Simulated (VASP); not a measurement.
# NbP (P-6m2) in VASP: further runs, part 2 of 2

VASP 6.6.1. Earlier steps stand in the parts before.

## Step 3: Relaxation of cell and atoms, PBEsol

Contents of INCAR:

```
SYSTEM = NbP
  PREC = Accurate
  ENCUT = 600
  EDIFF = 1E-6
  ISMEAR = 0
  SIGMA = 0.1
  LREAL = .FALSE.
  LASPH = .TRUE.
  NELM = 100
  ALGO = Normal
  ISIF = 3
  LWAVE = .FALSE.
  LCHARG = .FALSE.
  GGA = PS
  IBRION = 2
  NSW = 80
  EDIFFG = -0.01
```

Contents of KPOINTS:

```
Automatic mesh
0
G
  12 12 12
  0 0 0
```

Contents of POSCAR:

```
NbP
1.0
    3.3046789957      0.0000000000      0.0000000000
   -1.6523394978      2.8619359617      0.0000000000
    0.0000000000      0.0000000000      3.3031694677
Nb P
1 1
Direct
    0.3333333333      0.6666666667      0.5000000000
    0.0000000000      0.0000000000      0.0000000000
```

Potentials or basis: VASP PAW PBE potentials, release 64 (Nb_sv, P).

The run is started by

```
$ cat potpaw_PBE.64/Nb_sv/POTCAR potpaw_PBE.64/P/POTCAR > POTCAR
$ mpirun -np 1 vasp_std > vasp.out
```

OUTCAR:

```text
SYSTEM = NbP
   PREC = Accurate
   ENCUT = 600
   EDIFF = 1E-6
   ISMEAR = 0
   LREAL = .FALSE.
   LASPH = .TRUE.
   NELM = 100
   ISIF = 3
   GGA = PS
   IBRION = 2
   NSW = 80
   EDIFFG = -0.01

 ion  position               nearest neighbor table
   1  0.333  0.667  0.500-   2 2.52   2 2.52   2 2.52   2 2.52   2 2.52   2 2.52
   2  0.000  0.000  0.000-   1 2.52   1 2.52   1 2.52   1 2.52   1 2.52   1 2.52

  LATTYP: Found a hexagonal cell.
 ALAT       =     3.3046789957
 C/A-ratio  =     0.9995432149

  Lattice vectors:

 A1 = (   3.3046789957,   0.0000000000,   0.0000000000)
 A2 = (  -1.6523394978,   2.8619359617,   0.0000000000)
 A3 = (   0.0000000000,   0.0000000000,   3.3031694677)

Analysis of symmetry for initial positions (statically):
=====================================================================
 Subroutine PRICEL returns:
 Original cell was already a primitive cell.

 Routine SETGRP: Setting up the symmetry group for a
 hexagonal supercell.

 Subroutine GETGRP returns: Found 12 space group operations
 (whereof 12 operations were pure point group operations)
 out of a pool of 24 trial point group operations.

The static configuration has the point symmetry D_3h.

Analysis of symmetry for dynamics (positions and initial velocities):
=====================================================================
 Subroutine PRICEL returns:
 Original cell was already a primitive cell.

 Routine SETGRP: Setting up the symmetry group for a
 hexagonal supercell.

 Subroutine GETGRP returns: Found 12 space group operations
 (whereof 12 operations were pure point group operations)
 out of a pool of 24 trial point group operations.

The dynamic configuration has the point symmetry D_3h.

 Subroutine INISYM returns: Found 12 space group operations
 (whereof 12 operations are pure point group operations),
 and found     1 'primitive' translations

----------------------------------------------------------------------------------------

                                     Primitive cell

  volume of cell :      31.2406

  direct lattice vectors                    reciprocal lattice vectors
     3.304678996  0.000000000  0.000000000     0.302601252  0.174706914  0.000000000
    -1.652339498  2.861935962  0.000000000     0.000000000  0.349413828  0.000000000
     0.000000000  0.000000000  3.303169468     0.000000000  0.000000000  0.302739538

  length of vectors
     3.304678996  3.304678996  3.303169468     0.349413828  0.349413828  0.302739538

  position of ions in fractional coordinates (direct lattice)
     0.333333333  0.666666667  0.500000000
     0.000000000  0.000000000  0.000000000

  ion indices of the primitive-cell ions
   primitive index   ion index
                 1           1
                 2           2

[... 53 lines left out ...]
   k-points           NKPTS =    133   k-points in BZ     NKDIM =    133   number of bands    NBANDS=     13
   number of dos      NEDOS =    301   number of ions     NIONS =      2
   total plane-waves  NPLWV =  21952
   dimension x,y,z NGX =    28 NGY =   28 NGZ =   28
   dimension x,y,z NGXF=    56 NGYF=   56 NGZF=   56
   ions per type =               1   1
   NGX,Y,Z   is equivalent  to a cutoff of  14.09, 14.09, 14.09 a.u.
   NGXF,Y,Z  is equivalent  to a cutoff of  28.17, 28.17, 28.18 a.u.
 SYSTEM =  NbP
   PREC   = accura    normal or accurate (medium, high low for compatibility)
   ISTART =      0    job   : 0-new  1-cont  2-samecut
   ICHARG =      2    charge: 1-file 2-atom 10-const
   ISPIN  =      1    spin polarized calculation?
   LNONCOLLINEAR =      F non collinear calculations
   LSORBIT =      F    spin-orbit coupling
   LASPH  =      T    aspherical Exc in radial PAW
   ENCUT  =  600.0 eV  44.10 Ry    6.64 a.u.   6.60  6.60  6.60*2*pi/ulx,y,z
   NELM   =    100;   NELMIN=  2; NELMDL= -5     # of ELM steps
   EDIFF  = 0.1E-05   stopping-criterion for ELM
   LREAL  =      F    real-space projection
   EDIFFG = -.1E-01   stopping-criterion for IOM
   NSW    =     80    number of steps for IOM
   IBRION =      2    ionic relax: 0-MD 1-quasi-New 2-CG
   NFREE  =      1    steps in history (QN), initial steepest desc. (CG)
   ISIF   =      3    stress and relaxation
   ISYM   =      2    0-nonsym 1-usesym 2-fastsym
   POTIM  = 0.5000    time-step for ionic-motion
   TEBEG  =    0.0;   TEEND  =   0.0 temperature during run
   PSTRESS=    0.0 pullay stress
   NELECT =      18.0000    total number of electrons
   NUPDOWN=      -1.0000    fix difference up-down
   EMIN   =  10.00;   EMAX   =-10.00  energy-range for DOS
   EFERMI =   0.00;   METHOD = LEGACY
   ISMEAR =     0;   SIGMA  =   0.10  broadening in eV -4-tet -1-fermi 0-gaus
   EFERMI_NEDOS =   21; number of points for ismear=-14 and -15
   IALGO  =     38    algorithm
   IMIX   =      4    mixing-type and parameters
     AMIX     =   0.40;   BMIX     =  1.00
     AMIX_MAG =   1.60;   BMIX_MAG =  1.00
  volume/ion in A,a.u.               =      15.62       105.41
  Fermi-wavevector in a.u.,A,eV,Ry     =   1.362257  2.574292 25.248924  1.855744
  Thomas-Fermi vector in A             =   2.488762
   LORBIT       =      0    0 simple, 1 ext, 2 COOP (PROOUT), +10 PAW based schemes
   GGA     = PS    functional components
   LHFCALC =     F    Hartree Fock is set to
   AEXX    =    0.0000 exact exchange contribution
   IVDW    =     0    specifies the selected vdW correction
   LEPSILON=     F    determine dielectric tensor
   LRPA    =     F    only Hartree local field effects (RPA)
 conjugate gradient relaxation of ions
 non-spin polarized calculation
 Gauss-broadening in eV      SIGMA  =   0.10
  energy-cutoff  :      600.00
  volume of cell :       31.24
 maximum number of plane-waves:      1069
 NGX is ok and might be reduce to    28
   NGX = 13   NGY = 13   NGZ = 13

--------------------------------------- Ionic step        1  -------------------------------------------

 number of electron      18.0000001 magnetization

 Free energy of the ion-electron system (eV)
  ---------------------------------------------------
  ext. energy  EPLUGINS =         0.00000000
  ---------------------------------------------------
  free energy    TOTEN  =       -18.89450465 eV

  energy without entropy =      -18.89281824  energy(sigma->0) =      -18.89366144

------------------------ aborting loop because EDIFF is reached ----------------------------------------

  FORCE on cell =-STRESS in cart. coord.  units (eV):
  Direction    XX          YY          ZZ          XY          YZ          ZX
  --------------------------------------------------------------------------------------
  -------------------------------------------------------------------------------------
  Total       -0.1591927     -0.1591927      0.1714258     -0.0000000     -0.0000000      0.0000000
  in kB       -8.1642015     -8.1642015      8.7915755     -0.0000000     -0.0000000      0.0000000
  external PRESSURE =      -2.5122758 kB  Pullay stress =       0.0000000 kB
[... 203 lines left out ...]
--------------------------------------- Ionic step        7  -------------------------------------------

 number of electron      18.0000001 magnetization

 Free energy of the ion-electron system (eV)
  ---------------------------------------------------
  ext. energy  EPLUGINS =         0.00000000
  ---------------------------------------------------
  free energy    TOTEN  =       -18.89563098 eV

  energy without entropy =      -18.89381755  energy(sigma->0) =      -18.89472427

 E-fermi :  10.7115     XC(G=0): -12.2638

 val. band max:       10.6821287319   @ k =   0.3333   0.1667   0.0000
 cond. band min:      10.7138298881   @ k =   0.5000  -0.0000   0.5000
 fundamental gap:      0.0317011562
 Fermi energy:        10.7114770490

 k-point     1 :       0.0000    0.0000    0.0000
  band No.  band energies     occupation
      1     -43.8603      2.00000
      2     -19.9542      2.00000
      3     -19.7767      2.00000
      4     -19.7767      2.00000
      5      -1.9538      2.00000
      6       7.8644      2.00000
      7       8.6976      2.00000
      8       8.6976      2.00000
      9      10.4802      1.99893
     10      12.5970      0.00000
     11      12.5970      0.00000
     12      15.5858      0.00000
     13      15.5858      0.00000
[... 354 lines left out ...]
  band No.  band energies     occupation
      1     -43.8268      2.00000
      2     -20.1020      2.00000
      3     -19.9275      2.00000
      4     -19.8491      2.00000
      5      -0.2396      2.00000
      6       5.6778      2.00000
      7       7.8789      2.00000
      8       8.9371      2.00000
      9       9.7163      2.00000
     10      12.0226      0.00000
     11      13.6019      0.00000
     12      14.5052      0.00000
     13      15.2201      0.00000

 [... further k-points ...]
[... 5 lines left out ...]
  --------------------------------------------------------------------------------------
  -------------------------------------------------------------------------------------
  Total       -0.0041169     -0.0041169      0.0019527     -0.0000000      0.0000000      0.0000000
  in kB       -0.2117671     -0.2117671      0.1004446     -0.0000000      0.0000000      0.0000000
  external PRESSURE =      -0.1076965 kB  Pullay stress =       0.0000000 kB
[... 17 lines left out ...]
  FREE ENERGIE OF THE ION-ELECTRON SYSTEM (eV)
  ---------------------------------------------------
  free  energy   TOTEN  =       -18.8956309831 eV

  energy  without entropy=      -18.8938175503  energy(sigma->0) =      -18.89472427

 reached required accuracy - stopping structural energy minimisation
```

OSZICAR:

```text
N       E                     dE             d eps       ncg     rms          rms(c)
DAV:   1     0.159913504752E+03    0.15991E+03   -0.10636E+04  3458   0.151E+03
DAV:   2    -0.755879094807E+01   -0.16747E+03   -0.16220E+03  3908   0.489E+02
[... 48 lines left out ...]
DAV:   1    -0.188961506796E+02   -0.61818E-03   -0.18597E-02  4153   0.203E+00    0.182E-01
DAV:   2    -0.188957077150E+02    0.44296E-03   -0.18300E-03  4552   0.597E-01    0.680E-02
DAV:   3    -0.188956200714E+02    0.87644E-04   -0.24892E-04  6424   0.163E-01    0.217E-02
DAV:   4    -0.188956216595E+02   -0.15881E-05   -0.46445E-05  6095   0.485E-02    0.138E-02
DAV:   5    -0.188956306359E+02   -0.89764E-05   -0.20798E-05  6480   0.418E-02    0.814E-03
DAV:   6    -0.188956309831E+02   -0.34721E-06   -0.12047E-06  3065   0.116E-02
   7 F= -.18895631E+02 E0= -.18894724E+02  d E =-.245285E-04
```

It took 97 s on 1 thread of Intel Xeon 6975P-C (Granite Rapids), shared host; peak memory 0.21 GiB.

Results:

| Quantity | Value |
| --- | --- |
| Free energy | -18.8956 eV |
| Relaxed volume | 15.57 Å³/atom |
| Relaxed cell | a = 3.291 Å, b = 3.291 Å, c = 3.321 Å, α = 90.00°, β = 90.00°, γ = 120.00° |
| Space group after relaxing (to 0.05 Å) | P-6m2 (No. 187) |
| Energy gained by relaxing | 0.6 meV/atom |
| Ionic steps | 7 |
| Pressure after relaxing | 0.0 GPa |
| Band gap on the k mesh | zero (band 9 reaches 11.01 eV, above the bottom of band 10 at 10.46 eV) |

The path:
```csv
step,energy change (eV),largest force (eV/Å),pressure (GPa),volume (Å³)
1,0.0000,0.0000,-0.25,31.24
2,-0.0011,0.0000,0.13,31.13
3,-0.0011,0.0000,0.23,31.11
4,-0.0011,0.0000,0.23,31.11
5,-0.0011,0.0000,0.22,31.12
6,-0.0010,0.0000,-0.44,31.21
7,-0.0011,0.0000,-0.01,31.15
```

Final structure:
```xyz
2
Lattice="3.2911 0.0000 0.0000 -1.6455 2.8502 0.0000 0.0000 0.0000 3.3206" Properties=species:S:1:pos:R:3 pbc="T T T"
Nb    0.0000    1.9001    1.6603
P     0.0000    0.0000    0.0000
```

Caveat: the PAW data sets were made with another functional, which shifts forces and pressure a little.
